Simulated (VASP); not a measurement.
# V (P6/mmm) in VASP: notebook, part 2 of 2

VASP 6.6.1.

### Step 4. Single point, RPBE

This run uses another cell than the first one, of 14.02 Å³/atom.

INCAR

```
ALGO = Normal
EDIFF = 1E-6
ENCUT = 520
GGA = RP
ISIF = 2
ISMEAR = -1
LASPH = T
LCHARG = F
LREAL = F
LWAVE = F
NBANDS = 26
NELM = 100
PREC = Accurate
SIGMA = 0.1
```

KPOINTS

```
k-points
0
Gamma
  11 11 17
```

POSCAR

```
V
1.0
    4.4851817216      0.0000000000      0.0000000000
   -2.2425908608      3.8842813115      0.0000000000
    0.0000000000      0.0000000000      2.4139656014
V
3
Direct
    0.0000000000      1.0000000000      0.0000000000
    0.3333333333      0.6666666667      0.5000000000
    0.6666666667      0.3333333333      0.5000000000
```

Potentials or basis: VASP PAW PBE potentials, release 64 (V_sv).

The run is started by

```bash
$ cat potpaw_PBE.64/V_sv/POTCAR > POTCAR
$ mpirun -np 1 vasp_std > vasp.out
```

OUTCAR:

```text
EDIFF = 1E-6
   ENCUT = 520
   GGA = RP
   ISIF = 2
   ISMEAR = -1
   LASPH = T
   LREAL = F
   NELM = 100
   PREC = Accurate

 ion  position               nearest neighbor table
   1  0.000  0.000  0.000-   2 2.86   3 2.86   2 2.86   3 2.86   3 2.86   3 2.86   2 2.86   2 2.86
                             3 2.86   3 2.86   2 2.86   2 2.86
   2  0.333  0.667  0.500-   3 2.59   3 2.59   3 2.59   1 2.86   1 2.86   1 2.86   1 2.86   1 2.86
                             1 2.86
   3  0.667  0.333  0.500-   2 2.59   2 2.59   2 2.59   1 2.86   1 2.86   1 2.86   1 2.86   1 2.86
                             1 2.86

  LATTYP: Found a hexagonal cell.
 ALAT       =     4.4851817216
 C/A-ratio  =     0.5382090964

  Lattice vectors:

 A1 = (   4.4851817216,   0.0000000000,   0.0000000000)
 A2 = (  -2.2425908608,   3.8842813115,   0.0000000000)
 A3 = (   0.0000000000,   0.0000000000,   2.4139656014)

Analysis of symmetry for initial positions (statically):
=====================================================================
 Subroutine PRICEL returns:
 Original cell was already a primitive cell.

 Routine SETGRP: Setting up the symmetry group for a
 hexagonal supercell.

 Subroutine GETGRP returns: Found 24 space group operations
 (whereof 24 operations were pure point group operations)
 out of a pool of 24 trial point group operations.

The static configuration has the point symmetry D_6h.

Analysis of symmetry for dynamics (positions and initial velocities):
=====================================================================
 Subroutine PRICEL returns:
 Original cell was already a primitive cell.

 Routine SETGRP: Setting up the symmetry group for a
 hexagonal supercell.

 Subroutine GETGRP returns: Found 24 space group operations
 (whereof 24 operations were pure point group operations)
 out of a pool of 24 trial point group operations.

The dynamic configuration has the point symmetry D_6h.

 Subroutine INISYM returns: Found 24 space group operations
 (whereof 24 operations are pure point group operations),
 and found     1 'primitive' translations

----------------------------------------------------------------------------------------

                                     Primitive cell

  volume of cell :      42.0554

  direct lattice vectors                    reciprocal lattice vectors
     4.485181722  0.000000000  0.000000000     0.222956407  0.128723941  0.000000000
    -2.242590861  3.884281312  0.000000000     0.000000000  0.257447883  0.000000000
     0.000000000  0.000000000  2.413965601     0.000000000  0.000000000  0.414256110

  length of vectors
     4.485181722  4.485181722  2.413965601     0.257447883  0.257447883  0.414256110

  position of ions in fractional coordinates (direct lattice)
     0.000000000  0.000000000  0.000000000
     0.333333333  0.666666667  0.500000000
     0.666666667  0.333333333  0.500000000

  ion indices of the primitive-cell ions
   primitive index   ion index
                 1           1
                 2           2
                 3           3

----------------------------------------------------------------------------------------

 KPOINTS: k-points

Automatic generation of k-mesh.
 Grid dimensions read from file:
 generate k-points for:   11   11   17

 Generating k-lattice:

  Cartesian coordinates                     Fractional coordinates (reciprocal lattice)
     0.020268764  0.011702176  0.000000000     0.090909091  0.000000000  0.000000000
     0.000000000  0.023404353  0.000000000     0.000000000  0.090909091  0.000000000
     0.000000000  0.000000000  0.024368006     0.000000000  0.000000000  0.058823529

  Length of vectors
     0.023404353  0.023404353  0.024368006

  Shift w.r.t. Gamma in fractional coordinates (k-lattice)
     0.000000000  0.000000000  0.000000000

 Subroutine IBZKPT returns following result:
 ===========================================

 Found    144 irreducible k-points:

 Following reciprocal coordinates:
            Coordinates               Weight
  0.000000  0.000000  0.000000      1.000000
  0.090909  0.000000  0.000000      6.000000
  0.181818  0.000000  0.000000      6.000000
  0.272727  0.000000  0.000000      6.000000
  0.363636  0.000000  0.000000      6.000000
  0.454545  0.000000  0.000000      6.000000
[... 16 lines left out ...]
  0.090909  0.090909  0.058824     12.000000
  0.181818  0.090909  0.058824     24.000000
 [... further k-points ...]
   k-points           NKPTS =    144   k-points in BZ     NKDIM =    144   number of bands    NBANDS=     26
   number of dos      NEDOS =    301   number of ions     NIONS =      3
   total plane-waves  NPLWV =  23328
   dimension x,y,z NGX =    36 NGY =   36 NGZ =   18
   dimension x,y,z NGXF=    72 NGYF=   72 NGZF=   36
   ions per type =               3
   NGX,Y,Z   is equivalent  to a cutoff of  13.34, 13.34, 12.40 a.u.
   NGXF,Y,Z  is equivalent  to a cutoff of  26.69, 26.69, 24.79 a.u.
 SYSTEM =  unknown system
   PREC   = accura    normal or accurate (medium, high low for compatibility)
   ISTART =      0    job   : 0-new  1-cont  2-samecut
   ICHARG =      2    charge: 1-file 2-atom 10-const
   ISPIN  =      1    spin polarized calculation?
   LNONCOLLINEAR =      F non collinear calculations
   LSORBIT =      F    spin-orbit coupling
   LASPH  =      T    aspherical Exc in radial PAW
   ENCUT  =  520.0 eV  38.22 Ry    6.18 a.u.   8.34  8.34  4.49*2*pi/ulx,y,z
   NELM   =    100;   NELMIN=  2; NELMDL= -5     # of ELM steps
   EDIFF  = 0.1E-05   stopping-criterion for ELM
   LREAL  =      F    real-space projection
   EDIFFG = 0.1E-04   stopping-criterion for IOM
   NSW    =      0    number of steps for IOM
   IBRION =     -1    ionic relax: 0-MD 1-quasi-New 2-CG
   NFREE  =      0    steps in history (QN), initial steepest desc. (CG)
   ISIF   =      2    stress and relaxation
   ISYM   =      2    0-nonsym 1-usesym 2-fastsym
   POTIM  = 0.5000    time-step for ionic-motion
   TEBEG  =    0.0;   TEEND  =   0.0 temperature during run
   PSTRESS=    0.0 pullay stress
   NELECT =      39.0000    total number of electrons
   NUPDOWN=      -1.0000    fix difference up-down
   EMIN   =  10.00;   EMAX   =-10.00  energy-range for DOS
   EFERMI =   0.00;   METHOD = LEGACY
   ISMEAR =    -1;   SIGMA  =   0.10  broadening in eV -4-tet -1-fermi 0-gaus
   EFERMI_NEDOS =   21; number of points for ismear=-14 and -15
   IALGO  =     38    algorithm
   IMIX   =      4    mixing-type and parameters
     AMIX     =   0.40;   BMIX     =  1.00
     AMIX_MAG =   1.60;   BMIX_MAG =  1.00
  volume/ion in A,a.u.               =      14.02        94.60
  Fermi-wavevector in a.u.,A,eV,Ry     =   1.596452  3.016856 34.676595  2.548658
  Thomas-Fermi vector in A             =   2.694212
   LORBIT       =      0    0 simple, 1 ext, 2 COOP (PROOUT), +10 PAW based schemes
   GGA     = RP    functional components
   LHFCALC =     F    Hartree Fock is set to
   AEXX    =    0.0000 exact exchange contribution
   IVDW    =     0    specifies the selected vdW correction
   LEPSILON=     F    determine dielectric tensor
   LRPA    =     F    only Hartree local field effects (RPA)
 non-spin polarized calculation
  energy-cutoff  :      520.00
  volume of cell :       42.06
 maximum number of plane-waves:      1167
 NGX is ok and might be reduce to    36
   NGX = 17   NGY = 17   NGZ =  9

 number of electron      38.9999981 magnetization

 Free energy of the ion-electron system (eV)
  ---------------------------------------------------
  ext. energy  EPLUGINS =         0.00000000
  ---------------------------------------------------
  free energy    TOTEN  =       -25.20569869 eV

  energy without entropy =      -25.07664681  energy(sigma->0) =      -25.14117275

 E-fermi :   9.5356     XC(G=0): -12.5525

 val. band max:        9.5334959987   @ k =   0.1818   0.1818   0.1765
 cond. band min:       9.5369995591   @ k =   0.2727   0.0909   0.2353
 fundamental gap:      0.0035035604
 Fermi energy:         9.5355623335

 k-point     1 :       0.0000    0.0000    0.0000
  band No.  band energies     occupation
      1     -54.6030      2.00000
      2     -54.4829      2.00000
      3     -54.4290      2.00000
      4     -28.4948      2.00000
      5     -28.4948      2.00000
      6     -28.4013      2.00000
[... 18 lines left out ...]
     25      11.7778      0.00000
     26      11.7778      0.00000
[... 644 lines left out ...]
      4     -28.5815      2.00000
      5     -28.5387      2.00000
      6     -28.2620      2.00000
[... 18 lines left out ...]
     25      12.2388      0.00000
     26      12.2583      0.00000

 [... further k-points ...]
[... 5 lines left out ...]
  --------------------------------------------------------------------------------------
  -------------------------------------------------------------------------------------
  Total        0.0236637      0.0236637      0.1239367      0.0000000      0.0000000      0.0000000
  in kB        0.9015132      0.9015132      4.7215967      0.0000000      0.0000000      0.0000000
  external PRESSURE =       2.1748744 kB  Pullay stress =       0.0000000 kB

 VOLUME and BASIS-vectors are now :
 -----------------------------------------------------------------------------
  energy-cutoff  :      520.00
  volume of cell :       42.06
      direct lattice vectors                 reciprocal lattice vectors
     4.485181722  0.000000000  0.000000000     0.222956407  0.128723941  0.000000000
    -2.242590861  3.884281312  0.000000000     0.000000000  0.257447883  0.000000000
     0.000000000  0.000000000  2.413965601     0.000000000  0.000000000  0.414256110

 POSITION                                       TOTAL-FORCE (eV/Angst)
 -----------------------------------------------------------------------------------
      0.00000      0.00000      0.00000        -0.000000      0.000000      0.000000
     -0.00000      2.58952      1.20698         0.000000      0.000000     -0.000000
      2.24259      1.29476      1.20698        -0.000000     -0.000000      0.000000
 -----------------------------------------------------------------------------------
    total drift:                                0.000000      0.000000     -0.000000

  FREE ENERGIE OF THE ION-ELECTRON SYSTEM (eV)
  ---------------------------------------------------
  free  energy   TOTEN  =       -25.2056986942 eV

  energy  without entropy=      -25.0766468114  energy(sigma->0) =      -25.14117275
```

stdout:

```text
POSCAR found type information on POSCAR V
 POSCAR found :  1 types and       3 ions
 scaLAPACK will be used
 -----------------------------------------------------------------------------
|                                                                             |
|                                                                             |
|     You enforced a specific xc type in the INCAR file but a different       |
|     I HOPE YOU KNOW WHAT YOU ARE DOING!                                     |
|                                                                             |
 -----------------------------------------------------------------------------

 LDA part: xc-table for (Slater+PW92), standard interpolation
 POSCAR, INCAR and KPOINTS ok, starting setup
 FFT: planning ... GRIDC
 FFT: planning ... GRID_SOFT
 FFT: planning ... GRID
 WAVECAR not read
 entering main loop
```

It took 3.9 min on 1 thread of Intel Xeon 8259CL, shared host; peak memory 0.25 GiB.

Results:

```
Free energy            : -25.2057 eV
Pressure               : 0.2 GPa
Band gap on the k mesh : zero (an odd number of electrons rules out a gap without spin polarisation)
```

Stress tensor (GPa, compression positive):
```
0.09 0.00 0.00
0.00 0.09 0.00
0.00 0.00 0.47
```

Levels at points of the mesh, in eV from the Fermi level:
| k point | band 16 | band 17 | band 18 | band 19 | band 20 | band 21 | band 22 | band 23 | band 24 | band 25 |
| --- | --- | --- | --- | --- | --- | --- | --- | --- | --- | --- |
| (0.00, 0.00, 0.00) | -1.37 | -1.35 | -1.35 | -1.32 | -0.80 | 0.50 | 0.50 | 2.24 | 2.24 | 2.24 |

Caveat: the PAW data sets were made with another functional, which shifts forces and pressure a little.

### Step 5. Summary

```csv
cell,k mesh,gap on the mesh (eV),pressure (GPa)
"a = 4.602, b = 4.602, c = 2.477 Å, angles 90.0, 90.0, 120.0°, 3 atoms",9 × 9 × 15,none,-10.7
"a = 4.658, b = 4.658, c = 2.507 Å, angles 90.0, 90.0, 120.0°, 3 atoms",9 × 9 × 15,none,-14.8
"a = 4.485, b = 4.485, c = 2.414 Å, angles 90.0, 90.0, 120.0°, 3 atoms",11 × 11 × 17,none,0.2
```

Alike in all rows: task single point; level RPBE; potentials or basis VASP PAW PBE potentials, release 64 (V_sv); no spin polarisation; cutoff (eV) 520; smearing fermi-dirac 0.1 eV.

Caveats: the PAW data sets were made with another functional, which shifts forces and pressure a little; the cell stands under tension (at least some runs).

Absolute energies hang on the potentials; compare differences alone.
